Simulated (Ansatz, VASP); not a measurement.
# One calculation of TaMo4, two programs

The input INCAR:

```
SYSTEM = TaMo4
ALGO = Normal ; EDIFF = 1E-6
EDIFFG = -0.04 ; ENCUT = 600
GGA = PE ; IBRION = 2
ISIF = 3 ; ISMEAR = 0
LASPH = .True. ; LCHARG = .False.
LREAL = .False. ; LWAVE = .False.
NELM = 100 ; NSW = 90
PREC = Accurate ; SIGMA = 0.1
```

Contents of KPOINTS:

```
k-points
0
Gamma
  4 4 4
  0 0 0
```

The input POSCAR:

```
TaMo4
1.0
    4.9517724500      0.0000000000      0.0000000000
    0.0000000000      4.9517724500      0.0000000000
    0.0000000000      0.0000000000      4.2667939600
Ta Mo
1 4
Direct
    0.0000000000      0.0000000000      0.5000000000
    0.2560324900      0.5000000000      0.5000000000
    0.7439675100      0.5000000000      0.5000000000
    0.5000000000      0.7439675100      0.5000000000
    0.5000000000      0.2560324900      0.5000000000
```

Input for Ansatz:

```yaml
crystal:
  lattice:
    - [4.95177245, 0.0, 0.0]
    - [0.0, 4.95177245, 0.0]
    - [0.0, 0.0, 4.26679396]
  atoms:
    - { symbol: Ta, position: [0.0, 0.0, 0.5] }
    - { symbol: Mo, position: [0.25603249, 0.5, 0.5] }
    - { symbol: Mo, position: [0.74396751, 0.5, 0.5] }
    - { symbol: Mo, position: [0.5, 0.74396751, 0.5] }
    - { symbol: Mo, position: [0.5, 0.25603249, 0.5] }
basis:
  ecutwfc: 420
kpoints:
  mp_grid: { grid: [4, 4, 4] }
hamiltonian:
  xc: pbe
scf:
  occupations: { method: gaussian, width: 0.1 }
  lower_state_search: "off"
output:
  forces: true
  stress: true
  eigenvalues: true
relax:
  adjacent_minimum: "off"
  f_tol: 0.04
  max_steps: 70
  cell: { stress_tol: 0.4 }
```

Alike in both runs: task relaxation of cell and atoms; functional PBE; k mesh 4 × 4 × 4; occupations gaussian, width 0.1 eV; no spin polarisation.

```csv
,VASP,Ansatz
version,VASP 6.6.1,Ansatz 0.2.0
potentials or method,"VASP PAW PBE potentials, release 64 (Ta_pv, Mo_sv), cutoff 600 eV","scalar-relativistic, plane waves, PAW"
valence electrons in the cell,67,69
```

```csv
,VASP,Ansatz,Ansatz less VASP
"gap on the k mesh at the Fermi level, each at its own relaxed structure (eV)",none,none,-
relaxed volume (Å³/atom),18.78,18.76,-0.026
relaxed cell length with the largest relative difference (Å),5.935,5.930,-0.0047
```

A gap of «none» marks a metal or a gap that the smearing closes. VASP's potentials hold 67 valence electrons a cell and Ansatz's 69, so a difference there can come from the potentials and not from the codes.

The k mesh is coarse, so the values compare programs but aren't converged. Neither program's run includes spin-orbit coupling.
